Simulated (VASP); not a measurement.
Runs of VASP 6.6.1 on CoO. The structure is that of space group Fm-3m (No. 225), or close to it. The cells are those of the table. 

| task | potentials or basis | cell | cutoff (eV) | gap on the mesh (eV) | pressure (GPa) | moment (μB) |
| --- | --- | --- | --- | --- | --- | --- |
| single point | VASP PAW PBE potentials, release 64 (Co_sv, O) | a = 2.831 Å, angles 60.6°, 2 atoms | 700 | none | (a) | 3.00 |
| single point | VASP PAW PBE potentials, release 64 (Co, O) | a = 2.982 Å, angles 60.6°, 2 atoms | 520 | none | 3.1 | 3.00 |
| single point | VASP PAW PBE potentials, release 64 (Co, O) | a = 3.044 Å, angles 60.6°, 2 atoms | 520 | none | (b) | 3.00 |
| single point | VASP PAW PBE potentials, release 64 (Co, O) | a = 3.013 Å, angles 60.6°, 2 atoms | 520 | none | -2.6 | 3.00 |
| single point | VASP PAW PBE potentials, release 64 (Co, O) | a = 2.950 Å, angles 60.6°, 2 atoms | 520 | none | 9.9 | 3.00 |
| relaxation of shape and atoms at fixed volume | VASP PAW PBE potentials, release 64 (Co, O) | relaxed from a = 3.064 Å, angles 60.6°, 2 atoms | 600 | none | -10.5 | 3.00 |
| single point | VASP PAW PBE potentials, release 64 (Co, O) | a = 2.917 Å, angles 60.6°, 2 atoms | 520 | none | 17.9 | 3.00 |

Alike in all rows: level PBE+U; spin collinear, ferromagnetic start; Co d U = 3.32 eV; k mesh 12 × 12 × 12; smearing gaussian 0.02 eV.

Q: Estimate the missing entries.

A: (a) 49.1; (b) -7.4.

Caveats: a cell with one magnetic atom can't hold antiferromagnetic order, which such compounds often take; the cell stands under pressure (at least some runs); the cell stands under tension (at least some runs).

A gap of «none» marks levels without a gap at the run's occupations.

The runs don't all hold the same shells in valence.
